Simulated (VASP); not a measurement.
# Os (Fm-3m) in VASP: a series of runs

Runs on Os. Level: LDA. Tasks: single point.

Everything below comes from runs of VASP 6.6.1. Logs are shortened: lines on timing, memory, paths and dates and some standing lists are left out, and cuts for length are marked.

## (1) The cell of the first run

The structure is cubic, space group Fm-3m (No. 225). Conventional cell: a = 3.588 Å, b = 3.588 Å, c = 3.588 Å, α = 90.00°, β = 90.00°, γ = 90.00°. Os (site symmetry m-3m) has 12 Os at 2.54 Å within 3.3 Å.

## (2) Single point, LDA (volume scaled by 0.84, source ansatz)

INCAR

```
SYSTEM = Os
  ALGO = Normal
  EDIFF = 1E-7
  ENCUT = 520
  ISIF = 2
  ISMEAR = -1
  LASPH = .True.
  LCHARG = .True.
  LELF = .True.
  LREAL = .False.
  LVHAR = .True.
  LWAVE = .False.
  NBANDS = 10
  NELM = 100
  PREC = Accurate
  SIGMA = 0.08
```

KPOINTS

```
k-points
0
Gamma
  19 19 19
  0 0 0
```

POSCAR

```
Os
1.0
    0.0000000000      1.7939588559      1.7939588559
    1.7939588559      0.0000000000      1.7939588559
    1.7939588559      1.7939588559      0.0000000000
Os
1
Direct
    0.0000000000      0.0000000000      0.0000000000
```

Potentials or basis: VASP PAW LDA potentials, release 64 (Os).

Started as:

```sh
$ cat potpaw_LDA.64/Os/POTCAR > POTCAR
$ mpirun -np 1 vasp_std > vasp.out
```

OUTCAR:

```text
SYSTEM = Os
   EDIFF = 1E-7
   ENCUT = 520
   ISIF = 2
   ISMEAR = -1
   LASPH = .True.
   LREAL = .False.
   NELM = 100
   PREC = Accurate

 ion  position               nearest neighbor table
   1  0.000  0.000  0.000-

  LATTYP: Found a face centered cubic cell.
 ALAT       =     3.5879177118

  Lattice vectors:

 A1 = (   0.0000000000,   1.7939588559,   1.7939588559)
 A2 = (   1.7939588559,   0.0000000000,   1.7939588559)
 A3 = (   1.7939588559,   1.7939588559,   0.0000000000)

Analysis of symmetry for initial positions (statically):
=====================================================================
 Subroutine PRICEL returns:
 Original cell was already a primitive cell.

 Routine SETGRP: Setting up the symmetry group for a
 face centered cubic supercell.

 Subroutine GETGRP returns: Found 48 space group operations
 (whereof 48 operations were pure point group operations)
 out of a pool of 48 trial point group operations.

The static configuration has the point symmetry O_h .

Analysis of symmetry for dynamics (positions and initial velocities):
=====================================================================
 Subroutine PRICEL returns:
 Original cell was already a primitive cell.

 Routine SETGRP: Setting up the symmetry group for a
 face centered cubic supercell.

 Subroutine GETGRP returns: Found 48 space group operations
 (whereof 48 operations were pure point group operations)
 out of a pool of 48 trial point group operations.

The dynamic configuration has the point symmetry O_h .

 Subroutine INISYM returns: Found 48 space group operations
 (whereof 48 operations are pure point group operations),
 and found     1 'primitive' translations

----------------------------------------------------------------------------------------

                                     Primitive cell

  volume of cell :      11.5470

  direct lattice vectors                    reciprocal lattice vectors
     0.000000000  1.793958856  1.793958856    -0.278713193  0.278713193  0.278713193
     1.793958856  0.000000000  1.793958856     0.278713193 -0.278713193  0.278713193
     1.793958856  1.793958856  0.000000000     0.278713193  0.278713193 -0.278713193

  length of vectors
     2.537040944  2.537040944  2.537040944     0.482745410  0.482745410  0.482745410

  position of ions in fractional coordinates (direct lattice)
     0.000000000  0.000000000  0.000000000

  ion indices of the primitive-cell ions
   primitive index   ion index
                 1           1

----------------------------------------------------------------------------------------

 KPOINTS: k-points

[... 76 lines left out ...]
   TEBEG  =    0.0;   TEEND  =   0.0 temperature during run
   PSTRESS=    0.0 pullay stress
   NELECT =       8.0000    total number of electrons
   NUPDOWN=      -1.0000    fix difference up-down
   EMIN   =  10.00;   EMAX   =-10.00  energy-range for DOS
   EFERMI =   0.00;   METHOD = LEGACY
   ISMEAR =    -1;   SIGMA  =   0.08  broadening in eV -4-tet -1-fermi 0-gaus
   EFERMI_NEDOS =   21; number of points for ismear=-14 and -15
   IALGO  =     38    algorithm
   IMIX   =      4    mixing-type and parameters
     AMIX     =   0.40;   BMIX     =  1.00
     AMIX_MAG =   1.60;   BMIX_MAG =  1.00
  volume/ion in A,a.u.               =      11.55        77.92
  Fermi-wavevector in a.u.,A,eV,Ry     =   1.448602  2.737460 28.551107  2.098447
  Thomas-Fermi vector in A             =   2.566424
   LORBIT       =      0    0 simple, 1 ext, 2 COOP (PROOUT), +10 PAW based schemes
   GGA     = CA    functional components
   LHFCALC =     F    Hartree Fock is set to
   AEXX    =    0.0000 exact exchange contribution
   IVDW    =     0    specifies the selected vdW correction
   LEPSILON=     F    determine dielectric tensor
   LRPA    =     F    only Hartree local field effects (RPA)
 non-spin polarized calculation
  energy-cutoff  :      520.00
  volume of cell :       11.55
 maximum number of plane-waves:       331
   NGX =  9   NGY =  9   NGZ =  9

 number of electron       8.0000000 magnetization

 Free energy of the ion-electron system (eV)
  ---------------------------------------------------
  ext. energy  EPLUGINS =         0.00000000
  ---------------------------------------------------
  free energy    TOTEN  =       -11.80980650 eV

  energy without entropy =      -11.79996575  energy(sigma->0) =      -11.80488612

 E-fermi :  12.5430     XC(G=0): -15.2803

 val. band max:       12.5247436711   @ k =  -0.2632   0.0526   0.0000
 cond. band min:      12.5756317257   @ k =   0.4737   0.3158   0.1053
 fundamental gap:      0.0508880546
 Fermi energy:        12.5429959630

 k-point     1 :       0.0000    0.0000    0.0000
  band No.  band energies     occupation
      1      -0.0076      2.00000
      2       8.4713      2.00000
      3       8.4713      2.00000
      4       8.4713      2.00000
      5      12.5829      0.75585
      6      12.5829      0.75585
      7      26.5218      0.00000
      8      33.5325      0.00000
      9      33.5325      0.00000
     10      33.5325      0.00000
[... 287 lines left out ...]
 k-point    24 :      -0.2632    0.0526    0.0000
  band No.  band energies     occupation
      1       3.0040      2.00000
      2       8.0071      2.00000
      3       8.9413      2.00000
      4       9.0708      2.00000
      5      12.5247      1.11358
      6      13.9036      0.00000
      7      26.7457      0.00000
      8      32.3603      0.00000
      9      38.5764      0.00000
     10      39.1999      0.00000

 [... further k-points ...]

------------------------ aborting loop because EDIFF is reached ----------------------------------------

  FORCE on cell =-STRESS in cart. coord.  units (eV):
  Direction    XX          YY          ZZ          XY          YZ          ZX
  --------------------------------------------------------------------------------------
  -------------------------------------------------------------------------------------
  Total        8.6758710      8.6758710      8.6758710      0.0000000      0.0000000      0.0000000
  in kB     1203.8052566   1203.8052566   1203.8052566      0.0000000      0.0000000      0.0000000
  external PRESSURE =    1203.8052566 kB  Pullay stress =       0.0000000 kB

 VOLUME and BASIS-vectors are now :
 -----------------------------------------------------------------------------
  energy-cutoff  :      520.00
  volume of cell :       11.55
      direct lattice vectors                 reciprocal lattice vectors
     0.000000000  1.793958856  1.793958856    -0.278713193  0.278713193  0.278713193
     1.793958856  0.000000000  1.793958856     0.278713193 -0.278713193  0.278713193
     1.793958856  1.793958856  0.000000000     0.278713193  0.278713193 -0.278713193

 POSITION                                       TOTAL-FORCE (eV/Angst)
 -----------------------------------------------------------------------------------
      0.00000      0.00000      0.00000        -0.000000      0.000000     -0.000000
 -----------------------------------------------------------------------------------
    total drift:                                0.000000      0.000000      0.000000

  FREE ENERGIE OF THE ION-ELECTRON SYSTEM (eV)
  ---------------------------------------------------
  free  energy   TOTEN  =       -11.8098064967 eV

  energy  without entropy=      -11.7999657523  energy(sigma->0) =      -11.80488612
```

Run time: 9.4 s. Hardware: 1 thread of Intel Xeon 6975P-C (Granite Rapids), shared host; peak memory 0.14 GiB.

What came out:

| Item | Value |
| --- | --- |
| Free energy | -11.8098 eV |
| Pressure | 120.4 GPa |
| Band gap on the k mesh | zero (band 4 reaches 15.82 eV, above the bottom of band 5 at 10.61 eV) |

Caveat: spin-orbit coupling is left out, which moves the levels of the heavy elements.

## (3) Single point, LDA (volume scaled by 0.92)

INCAR

```
PREC = Accurate ; ENCUT = 520
EDIFF = 1E-6 ; ISMEAR = -1
SIGMA = 0.08 ; LREAL = False
LASPH = True ; NELM = 80
ALGO = Normal ; ISIF = 2
LWAVE = False ; LCHARG = False
GGA = CA ; NBANDS = 10
```

KPOINTS

```
regular mesh
0
Gamma
  19 19 19
```

POSCAR

```
Os
1.0
    0.0000000000      1.8491919413      1.8491919413
    1.8491919413      0.0000000000      1.8491919413
    1.8491919413      1.8491919413      0.0000000000
Os
1
Direct
    0.0000000000      0.0000000000      0.0000000000
```

Potentials or basis: VASP PAW LDA potentials, release 64 (Os).

Started as:

```sh
$ cat potpaw_LDA.64/Os/POTCAR > POTCAR
$ mpirun -np 1 vasp_std > vasp.out
```

OUTCAR:

```text
PREC = Accurate
   ENCUT = 520
   EDIFF = 1E-6
   ISMEAR = -1
   LREAL = False
   LASPH = True
   NELM = 80
   ISIF = 2
   GGA = CA

 ion  position               nearest neighbor table
   1  0.000  0.000  0.000-

  LATTYP: Found a face centered cubic cell.
 ALAT       =     3.6983838826

  Lattice vectors:

 A1 = (   0.0000000000,   1.8491919413,   1.8491919413)
 A2 = (   1.8491919413,   0.0000000000,   1.8491919413)
 A3 = (   1.8491919413,   1.8491919413,   0.0000000000)

Analysis of symmetry for initial positions (statically):
=====================================================================
 Subroutine PRICEL returns:
 Original cell was already a primitive cell.

 Routine SETGRP: Setting up the symmetry group for a
 face centered cubic supercell.

 Subroutine GETGRP returns: Found 48 space group operations
 (whereof 48 operations were pure point group operations)
 out of a pool of 48 trial point group operations.

The static configuration has the point symmetry O_h .

Analysis of symmetry for dynamics (positions and initial velocities):
[... 162 lines left out ...]

 k-point     1 :       0.0000    0.0000    0.0000
  band No.  band energies     occupation
      1      -0.7691      2.00000
      2       7.3831      2.00000
      3       7.3831      2.00000
      4       7.3831      2.00000
      5      10.9627      0.81486
      6      10.9627      0.81486
      7      25.1051      0.00000
      8      31.5097      0.00000
      9      31.5097      0.00000
     10      31.5097      0.00000
[... 287 lines left out ...]
 k-point    24 :      -0.2632    0.0526    0.0000
  band No.  band energies     occupation
      1       2.1255      2.00000
      2       6.8303      2.00000
      3       7.8027      2.00000
      4       7.9264      2.00000
      5      10.9505      0.88973
      6      12.1287      0.00000
      7      24.9783      0.00000
      8      29.5329      0.00000
      9      35.8051      0.00000
     10      36.0968      0.00000

 [... further k-points ...]

------------------------ aborting loop because EDIFF is reached ----------------------------------------

  FORCE on cell =-STRESS in cart. coord.  units (eV):
  Direction    XX          YY          ZZ          XY          YZ          ZX
  --------------------------------------------------------------------------------------
  -------------------------------------------------------------------------------------
  Total        3.7142321      3.7142321      3.7142321      0.0000000      0.0000000     -0.0000000
  in kB      470.5476994    470.5476994    470.5476994      0.0000000      0.0000000     -0.0000000
  external PRESSURE =     470.5476994 kB  Pullay stress =       0.0000000 kB

 VOLUME and BASIS-vectors are now :
 -----------------------------------------------------------------------------
  energy-cutoff  :      520.00
  volume of cell :       12.65
      direct lattice vectors                 reciprocal lattice vectors
     0.000000000  1.849191941  1.849191941    -0.270388373  0.270388373  0.270388373
     1.849191941  0.000000000  1.849191941     0.270388373 -0.270388373  0.270388373
     1.849191941  1.849191941  0.000000000     0.270388373  0.270388373 -0.270388373

 POSITION                                       TOTAL-FORCE (eV/Angst)
 -----------------------------------------------------------------------------------
      0.00000      0.00000      0.00000         0.000000     -0.000000      0.000000
 -----------------------------------------------------------------------------------
    total drift:                                0.000000      0.000000      0.000000

  FREE ENERGIE OF THE ION-ELECTRON SYSTEM (eV)
  ---------------------------------------------------
  free  energy   TOTEN  =       -12.3664344982 eV

  energy  without entropy=      -12.3548675212  energy(sigma->0) =      -12.36065101
```

OSZICAR:

```text
N       E                     dE             d eps       ncg     rms          rms(c)
DAV:   1     0.362334530873E+02    0.36233E+02   -0.42965E+03  4488   0.754E+02
DAV:   2    -0.121246216105E+02   -0.48358E+02   -0.45458E+02  4566   0.208E+02
DAV:   3    -0.130887707069E+02   -0.96415E+00   -0.96082E+00  5198   0.271E+01
DAV:   4    -0.130906980900E+02   -0.19274E-02   -0.19272E-02  4826   0.135E+00
DAV:   5    -0.130907035912E+02   -0.55012E-05   -0.55006E-05  4892   0.641E-02    0.287E+01
DAV:   6    -0.125507707397E+02    0.53993E+00   -0.47190E-01  5216   0.554E+00    0.139E+01
DAV:   7    -0.123714816607E+02    0.17929E+00   -0.38408E-01  5354   0.472E+00    0.895E-01
DAV:   8    -0.123677237609E+02    0.37579E-02   -0.21410E-03  4598   0.402E-01    0.460E-01
DAV:   9    -0.123664431349E+02    0.12806E-02   -0.10738E-03  5100   0.336E-01    0.201E-02
DAV:  10    -0.123664349831E+02    0.81517E-05   -0.10257E-05  4640   0.279E-02    0.110E-02
DAV:  11    -0.123664344982E+02    0.48497E-06   -0.36388E-07  2854   0.939E-03
   1 F= -.12366434E+02 E0= -.12360651E+02  d E =-.115670E-01
```

stdout:

```text
POSCAR found type information on POSCAR Os
 POSCAR found :  1 types and       1 ions
 scaLAPACK will be used
 LDA part: xc-table for (Slater(with rela. corr.)+CA(PZ))
 , standard interpolation
 POSCAR, INCAR and KPOINTS ok, starting setup
 FFT: planning ... GRIDC
 FFT: planning ... GRID_SOFT
 FFT: planning ... GRID
 WAVECAR not read
 entering main loop
```

It took 9.4 s on 1 thread of Intel Xeon 6975P-C (Granite Rapids), shared host; peak memory 0.14 GiB.

What came out:

| Item | Value |
| --- | --- |
| Free energy | -12.3664 eV |
| Pressure | 47.1 GPa |
| Band gap on the k mesh | zero (band 4 reaches 13.75 eV, above the bottom of band 5 at 9.25 eV) |

Levels at points of the mesh, in eV from the Fermi level:
| k point | band 1 | band 2 | band 3 | band 4 | band 5 | band 6 | band 7 | band 8 |
| --- | --- | --- | --- | --- | --- | --- | --- | --- |
| (0.00, 0.00, 0.00) | -11.70 | -3.55 | -3.55 | -3.55 | 0.03 | 0.03 | 14.17 | 20.58 |

Caveat: spin-orbit coupling is left out, which moves the levels of the heavy elements.
